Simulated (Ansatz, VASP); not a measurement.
# CdSe in VASP and in Ansatz

```
Cd Se
1.0
     4.27015    0.00000    0.00000
    -2.13507    3.69806    0.00000
     0.00000    0.00000    6.96295
Cd Se
2 2
Direct
  0.33333 0.66667 0.00048
  0.66667 0.33333 0.50048
  0.33333 0.66667 0.37631
  0.66667 0.33333 0.87631
```

Change from the starting cell: volume scaled by 0.98, ions relaxed.

Alike in both runs: functional PBE; k mesh 12 × 12 × 6; occupations fermi-dirac, width 0.02 eV; no spin polarisation.

Ansatz relaxed the structure, and its values are those at the end. VASP's run is a single point on that final structure, the one shown.

```csv
,VASP,Ansatz
version,VASP 6.6.1,Ansatz 0.2.0
potentials or method,"VASP PAW PBE potentials, release 64 (Cd, Se)","plane-wave PAW, scalar-relativistic"
plane-wave cutoff (eV),520,420
valence electrons in the cell,36,72
```

|  | VASP | Ansatz | Ansatz less VASP |
| --- | --- | --- | --- |
| pressure (GPa) | 4.6 | 4.3 | -0.36 |

With one functional, cell and mesh, what is left measures potentials, basis and numerics. VASP's potentials hold 36 valence electrons a cell and Ansatz's 72, so a difference there can come from the potentials and not from the codes. Ansatz's warnings: stress scf threshold loose.
